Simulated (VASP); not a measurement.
# C in VASP: single point with PBEsol

Aim: the single point of C with PBEsol.

Program: VASP 6.6.1. These are calculated values, not measurements. Logs are shortened: lines on timing, memory, paths and dates and some standing lists are left out, and cuts for length are marked.

### Step 1. The cell of the first run

The cell holds a slab with vacuum, 19 atoms: a = 7.398 Å, b = 7.398 Å, c = 11.000 Å, α = 90.00°, β = 90.00°, γ = 120.00°.

### Step 2. Single point, PBEsol, collinear spin

Input file INCAR:

```
PREC = Accurate ; ENCUT = 520
EDIFF = 1E-6 ; ISMEAR = -1
SIGMA = 0.05 ; LREAL = Auto
LASPH = T ; NELM = 150
ALGO = Normal ; ISIF = 2
LWAVE = F ; LCHARG = T
ISPIN = 2 ; MAGMOM = 0 0 0 0 0 0 0 0 0 0 0 0 0 0 0 0 0 0 0.13
LORBIT = 11 ; GGA = PS
LELF = T ; LVHAR = T
NBANDS = 57
```

Input file KPOINTS:

```
Automatic mesh
0
Gamma
  2 2 1
```

Input file POSCAR:

```
C
1.0
    7.3980000000      0.0000000000      0.0000000000
   -3.6990000000      6.4068560000      0.0000000000
    0.0000000000      0.0000000000     11.0000000000
C
19
Direct
    0.0035737947     -0.0012330541      0.0844363636
    0.2177567294      0.1120206229      0.0997090909
   -0.0030849124      0.3277582640      0.0668909091
    0.2259319280      0.4462407146      0.0785636364
   -0.0002324748      0.6700946611      0.0791545455
    0.2198478374      0.7882493379      0.0920181818
    0.3311418017      0.0022944171      0.1323545455
    0.5770650763      0.1238516989      0.1224636364
    0.3336657334      0.3321597988      0.0947818182
    0.5648953865      0.4468494375      0.0985545455
    0.3297041677      0.6708438585      0.0775363636
    0.5582122779      0.7857676214      0.0856363636
    0.6852031367      0.0147966491      0.0905181818
    0.8937477399      0.1122859637      0.0751636364
    0.6765797381      0.3451302792      0.0959636364
    0.8934487660      0.4508607654      0.0696090909
    0.6665549456      0.6676597695      0.0870727273
    0.8939847842      0.7839414527      0.0864909091
    0.4580152164      0.0507425171      0.2348636364
```

Potentials or basis: VASP PAW PBE potentials, release 64 (C).

Started as:

```console
cat potpaw_PBE.64/C/POTCAR > POTCAR
mpirun -np 1 vasp_std > vasp.out
```

OUTCAR:

```text
PREC = Accurate
   ENCUT = 520
   EDIFF = 1E-6
   ISMEAR = -1
   LREAL = Auto
   LASPH = T
   NELM = 150
   ISIF = 2
   ISPIN = 2
   LORBIT = 11
   GGA = PS

 ion  position               nearest neighbor table
   1  0.004  0.999  0.084-  18 1.38   2 1.38  14 1.43
   2  0.218  0.112  0.100-   1 1.38   9 1.41   7 1.47
   3  0.997  0.328  0.067-  14 1.38  16 1.45   4 1.47
   4  0.226  0.446  0.079-   9 1.43  11 1.44   3 1.47
   5  1.000  0.670  0.079-  16 1.41  18 1.41   6 1.42
   6  0.220  0.788  0.092-   5 1.42   7 1.44  11 1.46
   7  0.331  0.002  0.132-  19 1.39   6 1.44   2 1.47   8 1.58
   8  0.577  0.124  0.122-  13 1.44  15 1.45  19 1.46   7 1.58
   9  0.334  0.332  0.095-   2 1.41   4 1.43  10 1.48
  10  0.565  0.447  0.099-  15 1.37  17 1.42   9 1.48
  11  0.330  0.671  0.078-   4 1.44   6 1.46  12 1.47
  12  0.558  0.786  0.086-  17 1.45  11 1.47  13 1.47
  13  0.685  0.015  0.091-  14 1.35   8 1.44  12 1.47
  14  0.894  0.112  0.075-  13 1.35   3 1.38   1 1.43
  15  0.677  0.345  0.096-  10 1.37  16 1.42   8 1.45
  16  0.893  0.451  0.070-   5 1.41  15 1.42   3 1.45
  17  0.667  0.668  0.087-  10 1.42  12 1.45  18 1.46
  18  0.894  0.784  0.086-   1 1.38   5 1.41  17 1.46
  19  0.458  0.051  0.235-   7 1.39   8 1.46

  LATTYP: Found a hexagonal cell.
 ALAT       =     7.3980000000
 C/A-ratio  =     1.4868883482

  Lattice vectors:

 A1 = (   7.3980000000,   0.0000000000,   0.0000000000)
 A2 = (  -3.6990000000,   6.4068560000,   0.0000000000)
 A3 = (   0.0000000000,   0.0000000000,  11.0000000000)

Analysis of symmetry for initial positions (statically):
=====================================================================
 Subroutine PRICEL returns:
 Original cell was already a primitive cell.

 Routine SETGRP: Setting up the symmetry group for a
 hexagonal supercell.

 Subroutine GETGRP returns: Found  1 space group operations
 (whereof  1 operations were pure point group operations)
 out of a pool of 24 trial point group operations.

The static configuration has the point symmetry C_1 .

Analysis of symmetry for dynamics (positions and initial velocities):
=====================================================================
 Subroutine PRICEL returns:
 Original cell was already a primitive cell.

 Routine SETGRP: Setting up the symmetry group for a
 hexagonal supercell.

 Subroutine GETGRP returns: Found  1 space group operations
 (whereof  1 operations were pure point group operations)
 out of a pool of 24 trial point group operations.

The dynamic configuration has the point symmetry C_1 .

Analysis of structural, dynamic, and magnetic symmetry:
=====================================================================
 Subroutine PRICEL returns:
 Original cell was already a primitive cell.

 Routine SETGRP: Setting up the symmetry group for a
 hexagonal supercell.

 Subroutine GETGRP returns: Found  1 space group operations
 (whereof  1 operations were pure point group operations)
 out of a pool of 24 trial point group operations.

The overall configuration has the point symmetry C_1 .

 Subroutine INISYM returns: Found  1 space group operations
 (whereof  1 operations are pure point group operations),
 and found     1 'primitive' translations

----------------------------------------------------------------------------------------

                                     Primitive cell

  volume of cell :     521.3771

  direct lattice vectors                    reciprocal lattice vectors
     7.398000000  0.000000000  0.000000000     0.135171668  0.078041398  0.000000000
    -3.699000000  6.406856000  0.000000000     0.000000000  0.156082796  0.000000000
     0.000000000  0.000000000 11.000000000     0.000000000  0.000000000  0.090909091

  length of vectors
     7.398000000  7.398000054 11.000000000     0.156082797  0.156082796  0.090909091

  position of ions in fractional coordinates (direct lattice)
     0.003573795  0.998766946  0.084436364
     0.217756729  0.112020623  0.099709091
     0.996915088  0.327758264  0.066890909
     0.225931928  0.446240715  0.078563636
     0.999767525  0.670094661  0.079154546
     0.219847837  0.788249338  0.092018182
[... 11 lines left out ...]
     0.893984784  0.783941453  0.086490909
     0.458015216  0.050742517  0.234863636

  ion indices of the primitive-cell ions
   primitive index   ion index
                 1           1
                 2           2
                 3           3
                 4           4
                 5           5
                 6           6
[... 11 lines left out ...]
                18          18
                19          19

----------------------------------------------------------------------------------------

 KPOINTS: Automatic mesh

Automatic generation of k-mesh.
 Grid dimensions read from file:
 generate k-points for:    2    2    1

 Generating k-lattice:

  Cartesian coordinates                     Fractional coordinates (reciprocal lattice)
     0.067585834  0.039020699  0.000000000     0.500000000 -0.000000000  0.000000000
     0.000000000  0.078041398  0.000000000     0.000000000  0.500000000  0.000000000
     0.000000000  0.000000000  0.090909091     0.000000000  0.000000000  1.000000000

  Length of vectors
     0.078041399  0.078041398  0.090909091

  Shift w.r.t. Gamma in fractional coordinates (k-lattice)
     0.000000000  0.000000000  0.000000000

 Subroutine IBZKPT returns following result:
 ===========================================

 Found      4 irreducible k-points:

 Following reciprocal coordinates:
            Coordinates               Weight
  0.000000  0.000000  0.000000      1.000000
  0.500000 -0.000000  0.000000      1.000000
  0.000000  0.500000  0.000000      1.000000
  0.500000  0.500000  0.000000      1.000000
   k-points           NKPTS =      4   k-points in BZ     NKDIM =      4   number of bands    NBANDS=     57
   number of dos      NEDOS =    301   number of ions     NIONS =     19
   total plane-waves  NPLWV = 263424
   dimension x,y,z NGX =    56 NGY =   56 NGZ =   84
   dimension x,y,z NGXF=   112 NGYF=  112 NGZF=  168
   ions per type =              19
   NGX,Y,Z   is equivalent  to a cutoff of  12.58, 12.58, 12.70 a.u.
   NGXF,Y,Z  is equivalent  to a cutoff of  25.17, 25.17, 25.39 a.u.
 SYSTEM =  unknown system
   PREC   = accura    normal or accurate (medium, high low for compatibility)
   ISTART =      0    job   : 0-new  1-cont  2-samecut
   ICHARG =      2    charge: 1-file 2-atom 10-const
   ISPIN  =      2    spin polarized calculation?
   LNONCOLLINEAR =      F non collinear calculations
   LSORBIT =      F    spin-orbit coupling
   LASPH  =      T    aspherical Exc in radial PAW
   ENCUT  =  520.0 eV  38.22 Ry    6.18 a.u.  13.76 13.76 20.45*2*pi/ulx,y,z
   NELM   =    150;   NELMIN=  2; NELMDL= -5     # of ELM steps
   EDIFF  = 0.1E-05   stopping-criterion for ELM
   LREAL  =      T    real-space projection
   EDIFFG = 0.1E-04   stopping-criterion for IOM
   NSW    =      0    number of steps for IOM
[... 5 lines left out ...]
   TEBEG  =    0.0;   TEEND  =   0.0 temperature during run
   PSTRESS=    0.0 pullay stress
   NELECT =      76.0000    total number of electrons
   NUPDOWN=      -1.0000    fix difference up-down
   EMIN   =  10.00;   EMAX   =-10.00  energy-range for DOS
   EFERMI =   0.00;   METHOD = LEGACY
   ISMEAR =    -1;   SIGMA  =   0.05  broadening in eV -4-tet -1-fermi 0-gaus
   EFERMI_NEDOS =   21; number of points for ismear=-14 and -15
   IALGO  =     38    algorithm
   IMIX   =      4    mixing-type and parameters
     AMIX     =   0.40;   BMIX     =  1.00
     AMIX_MAG =   1.60;   BMIX_MAG =  1.00
  volume/ion in A,a.u.               =      27.44       185.18
  Fermi-wavevector in a.u.,A,eV,Ry     =   0.861580  1.628149 10.099867  0.742319
  Thomas-Fermi vector in A             =   1.979254
   LORBIT       =     11    0 simple, 1 ext, 2 COOP (PROOUT), +10 PAW based schemes
   GGA     = PS    functional components
   LHFCALC =     F    Hartree Fock is set to
   AEXX    =    0.0000 exact exchange contribution
   IVDW    =     0    specifies the selected vdW correction
   LEPSILON=     F    determine dielectric tensor
   LRPA    =     F    only Hartree local field effects (RPA)
 spin polarized calculation
  energy-cutoff  :      520.00
  volume of cell :      521.38
 maximum number of plane-waves:     14099
 NGX is ok and might be reduce to    56
   NGX = 27   NGY = 27   NGZ = 41

 number of electron      76.0000002 magnetization       0.8072447

 Free energy of the ion-electron system (eV)
  ---------------------------------------------------
  ext. energy  EPLUGINS =         0.00000000
  ---------------------------------------------------
  free energy    TOTEN  =      -175.36920602 eV

  energy without entropy =     -175.33606559  energy(sigma->0) =     -175.35263581

 E-fermi :  -1.9311     XC(G=0):  -4.1804

 val. band max:       -1.9526097132   @ k =   0.0000   0.0000   0.0000
 cond. band min:      -1.8863304162   @ k =   0.0000   0.0000   0.0000
 fundamental gap:      0.0662792969
 Fermi energy:        -1.9310654287

 spin component 1

 k-point     1 :       0.0000    0.0000    0.0000
  band No.  band energies     occupation
      1     -21.9253      1.00000
      2     -20.2841      1.00000
      3     -19.1639      1.00000
      4     -19.0939      1.00000
      5     -18.6909      1.00000
      6     -18.5659      1.00000
[... 42 lines left out ...]
     49       4.0642      0.00000
     50       4.1701      0.00000
[... 157 lines left out ...]
     49       4.2776      0.00000
     50       4.4024      0.00000
 Fermi energy:        -1.9310654287

 spin component 2

 k-point     1 :       0.0000    0.0000    0.0000
  band No.  band energies     occupation
      1     -21.8197      1.00000
      2     -20.1676      1.00000
      3     -19.1316      1.00000
      4     -19.0705      1.00000
      5     -18.6654      1.00000
      6     -18.5453      1.00000
[... 42 lines left out ...]
     49       4.0773      0.00000
     50       4.2096      0.00000
[... 157 lines left out ...]
     49       4.3016      0.00000
     50       4.4345      0.00000
 [bands above 50 left out]

------------------------ aborting loop because EDIFF is reached ----------------------------------------

  FORCE on cell =-STRESS in cart. coord.  units (eV):
  Direction    XX          YY          ZZ          XY          YZ          ZX
  --------------------------------------------------------------------------------------
  -------------------------------------------------------------------------------------
  Total        1.3124862      0.3571732      3.1486240      0.9171963     -0.5050184     -0.1109283
  in kB        4.0332332      1.0975832      9.6756336      2.8185184     -1.5519074     -0.3408796
  external PRESSURE =       4.9354833 kB  Pullay stress =       0.0000000 kB

 VOLUME and BASIS-vectors are now :
 -----------------------------------------------------------------------------
  energy-cutoff  :      520.00
  volume of cell :      521.38
      direct lattice vectors                 reciprocal lattice vectors
     7.398000000  0.000000000  0.000000000     0.135171668  0.078041398  0.000000000
    -3.699000000  6.406856000  0.000000000     0.000000000  0.156082796  0.000000000
     0.000000000  0.000000000 11.000000000     0.000000000  0.000000000  0.090909091

 POSITION                                       TOTAL-FORCE (eV/Angst)
 -----------------------------------------------------------------------------------
     -3.66800      6.39896      0.92880        -0.521390      1.306281     -0.192192
      1.19660      0.71770      1.09680         1.189057      1.459717      0.067565
      6.16280      2.09990      0.73580         1.617210      3.674035      0.779497
      0.02080      2.85900      0.86420        -1.471988     -0.399689     -0.654014
      4.91760      4.29320      0.87070         0.894871      1.506601      0.087895
     -1.28930      5.05020      1.01220         2.035544     -3.087013     -1.041811
[... 11 lines left out ...]
      3.71390      5.02260      0.95140        -1.859533     -2.666046     -0.029382
      3.20070      0.32510      2.58350         0.841407      0.322224      3.209768
 -----------------------------------------------------------------------------------
    total drift:                                0.016914      0.003721      0.017348

  FREE ENERGIE OF THE ION-ELECTRON SYSTEM (eV)
  ---------------------------------------------------
  free  energy   TOTEN  =      -175.3692060238 eV

  energy  without entropy=     -175.3360655948  energy(sigma->0) =     -175.35263581

 total charge

# of ion       s       p       d       tot
------------------------------------------
    1        0.870   1.829   0.000   2.699
    2        0.863   1.784   0.000   2.647
    3        0.853   1.765   0.000   2.618
    4        0.849   1.727   0.000   2.576
    5        0.864   1.796   0.000   2.660
    6        0.855   1.743   0.000   2.598
[... 11 lines left out ...]
   18        0.863   1.811   0.000   2.674
   19        0.965   1.447   0.000   2.412
--------------------------------------------------
tot         16.396  33.445   0.000  49.841

 magnetization (x)

# of ion       s       p       d       tot
------------------------------------------
    1        0.001   0.009   0.000   0.009
    2        0.005   0.016   0.000   0.021
    3        0.000   0.005   0.000   0.005
    4        0.000   0.005   0.000   0.005
    5        0.001   0.008   0.000   0.009
    6        0.006   0.011   0.000   0.017
[... 11 lines left out ...]
   18        0.000   0.007   0.000   0.007
   19        0.016   0.258   0.000   0.274
--------------------------------------------------
tot          0.039   0.390   0.000   0.429
```

It took 11 min on 1 thread of Intel Xeon 6975P-C (Granite Rapids), shared host; peak memory 0.78 GiB.

Results:

```yaml
Free_energy: -175.3692 eV
Largest_force: 5.047 eV/Å
Net_moment: 0.81 μB per cell
Site_moments: C +0.01, +0.02, -0.00, +0.00, +0.27 (each value once) μB
Valence_electrons_inside_the_program's_atomic_spheres: C 2.70, 2.65, 2.62, 2.58, 2.66, 2.60, 2.68, 2.64, 2.56, 2.55, 2.73, 2.67, 2.63, 2.59, 2.41 (each value once)
```

Forces on the atoms (eV/Å):
```
C   -0.521  1.306 -0.192
C    1.189  1.460  0.068
C    1.617  3.674  0.779
C   -1.472 -0.400 -0.654
C    0.895  1.507  0.088
C    2.036 -3.087 -1.042
C   -2.654 -1.351 -2.192
C    1.048  1.306 -0.679
C    0.451  0.844 -0.051
C   -3.130  0.549 -0.389
C    0.597  1.363  1.370
C    0.319 -0.201  0.190
C   -2.450 -4.386 -0.488
C    1.183  0.432 -0.025
C    1.282 -0.651 -0.702
C    0.179 -1.627  0.688
C    0.450  1.605  0.051
C   -1.860 -2.666 -0.029
C    0.841  0.322  3.210
```

Levels at points of the mesh, in eV from the Fermi level:
Spin up:
| k point | band 34 | band 35 | band 36 | band 37 | band 38 | band 39 | band 40 | band 41 | band 42 | band 43 |
| --- | --- | --- | --- | --- | --- | --- | --- | --- | --- | --- |
| (0.00, 0.00, 0.00) | -2.92 | -2.90 | -2.02 | -0.19 | -0.02 | 0.13 | 0.24 | 1.38 | 3.86 | 4.13 |
| (0.50, 0.00, 0.00) | -2.50 | -2.48 | -2.26 | -1.36 | -0.49 | 0.14 | 1.33 | 2.13 | 2.37 | 3.03 |
| (0.00, 0.50, 0.00) | -2.64 | -2.39 | -2.22 | -1.26 | -1.14 | -0.19 | 1.99 | 2.21 | 2.55 | 2.67 |
| (0.50, 0.50, 0.00) | -2.64 | -2.43 | -2.30 | -1.27 | -1.06 | -0.12 | 1.92 | 2.21 | 2.43 | 2.90 |
Spin down:
| k point | band 35 | band 36 | band 37 | band 38 | band 39 | band 40 | band 41 | band 42 |
| --- | --- | --- | --- | --- | --- | --- | --- | --- |
| (0.00, 0.00, 0.00) | -2.82 | -1.73 | 0.04 | 0.12 | 0.22 | 1.13 | 1.44 | 3.89 |
| (0.50, 0.00, 0.00) | -2.42 | -2.22 | -1.07 | -0.41 | 1.13 | 1.45 | 2.18 | 2.42 |
| (0.00, 0.50, 0.00) | -2.35 | -2.18 | -1.07 | -0.93 | 0.68 | 2.08 | 2.44 | 2.67 |
| (0.50, 0.50, 0.00) | -2.38 | -2.25 | -0.98 | -0.95 | 0.81 | 2.00 | 2.32 | 2.55 |

Caveat: the k points lie up to 0.49 Å⁻¹ apart; a moment this small can come from the mesh or the smearing; there is no dipole correction, which matters where the two faces differ; the PAW data sets were made with another functional, which shifts forces and pressure a little.
